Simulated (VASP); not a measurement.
Here is a VASP 6.6.1 calculation.

The input INCAR:

```
SYSTEM = TiSi16
ALGO = Normal
EDIFF = 1E-6
ENCUT = 520
GGA = PE
ISIF = 2
ISMEAR = 0
LASPH = .TRUE.
LCHARG = .FALSE.
LREAL = Auto
LWAVE = .FALSE.
NBANDS = 52
NELM = 60
PREC = Accurate
SIGMA = 0.02
```

File KPOINTS:

```
k-points
0
G
  2 2 2
  0 0 0
```

The input POSCAR:

```
TiSi16
1.0
    0.0000000000      5.4300000000      5.4300000000
    5.4300000000      0.0000000000      5.4300000000
    5.4300000000      5.4300000000      0.0000000000
Si Ti
16 1
Direct
   -0.0015712707     -0.0019171271     -0.0021593002
    0.1192114180      0.1188403315      0.1198532228
   -0.0029418048     -0.0033790055      0.5012736648
    0.1215962247      0.1213516575      0.6358988029
   -0.0027498158      0.5006993554     -0.0025133517
    0.1218418969      0.6360080110      0.1216873849
   -0.0015970534      0.5033484346      0.5034248619
    0.1306901473      0.6232267956      0.6239711786
    0.5010591160     -0.0031524862     -0.0025075506
    0.6363130755      0.1215062615      0.1215819521
    0.5036297422     -0.0020050645      0.5033286372
    0.6236115101      0.1301872007      0.6239481584
    0.5036991713      0.5033260589     -0.0017426335
    0.6237343462      0.6233501842      0.1308759669
    0.5012716390      0.5007810313      0.5014707182
    0.6248269797      0.6244255064      0.6247481584
    0.2493460405      1.2490867403      0.2491616943
```

Potentials or basis: VASP PAW PBE potentials, release 64 (Si, Ti_sv).

The run is started by

```sh
$ cat potpaw_PBE.64/Si/POTCAR potpaw_PBE.64/Ti_sv/POTCAR > POTCAR
$ mpirun -np 1 vasp_std > vasp.out
```

What does it give for the band gap on the k mesh?

Zero (band 38 reaches 6.97 eV, above the bottom of band 39 at 6.56 eV).

What does it give for the pressure?

4.0 GPa.

What does it give for the largest force?

0.022 eV/Å.

Stress tensor (GPa, compression positive):
```
4.03 0.06 0.06
0.06 4.03 0.05
0.06 0.05 4.01
```

Caveat: the k points lie up to 0.50 Å⁻¹ apart.
